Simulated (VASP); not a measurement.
# Cu: relaxation of cell and atoms with PBE

The system is Cu.

```
Cu
1.0
     0.00000    1.75049    1.75049
     1.75049    0.00000    1.75049
     1.75049    1.75049    0.00000
Cu
1
Direct
  0.00000 0.00000 0.00000
```

* Program: VASP 6.6.1
* Task: relaxation of cell and atoms
* Functional: PBE
* Potentials or basis: VASP PAW PBE potentials, release 64 (Cu)
* Cutoff: 600 eV
* k mesh: 19 × 19 × 19
* Occupations: fermi-dirac, width 0.1 eV
* Spin: no spin polarisation
* Target pressure: 20 GPa
* Dipole correction: no
* Further INCAR settings: ALGO = Normal; EDIFF = 1e-07; IBRION = 2; EDIFFG = -0.005; NSW = 32; ISIF = 3

```
Relaxed volume                                         : 10.76 Å³/atom
Relaxed cell                                           : a = 2.478 Å, b = 2.478 Å, c = 2.478 Å, α = 60.00°, β = 60.00°, γ = 60.00°
Space group after relaxing (to 0.05 Å)                 : Fm-3m (No. 225)
Energy change on relaxing (the enthalpy is what falls) : -3.5 meV/atom
Ionic steps                                            : 3
Pressure after relaxing                                : 20.0 GPa
```

Step by step:
| step | energy change (eV) | largest force (eV/Å) | pressure (GPa) | volume (Å³) |
| --- | --- | --- | --- | --- |
| 1 | 0.0000 | 0.0000 | 20.61 | 10.73 |
| 2 | -0.0079 | 0.0000 | 19.24 | 10.79 |
| 3 | -0.0035 | 0.0000 | 20.02 | 10.76 |

Final structure:
```
Cu
1.0
     0.00000    1.75197    1.75197
     1.75197    0.00000    1.75197
     1.75197    1.75197    0.00000
Cu
1
Cartesian
  0.0000 0.0000 0.0000
```

Levels at points of the mesh, in eV from the Fermi level:
```tsv
k point	band 2	band 3	band 4	band 5	band 6	band 7	band 8	band 9
(0.00, 0.00, 0.00)	-3.40	-3.40	-3.40	-2.45	-2.45	23.28	26.66	26.66
```

Wall time 80 s on 1 thread of Intel Xeon 8259CL, on a shared host, peak memory 0.15 GiB.

Caveat: the cell is relaxed towards a set pressure, so the enthalpy falls and the energy may rise.
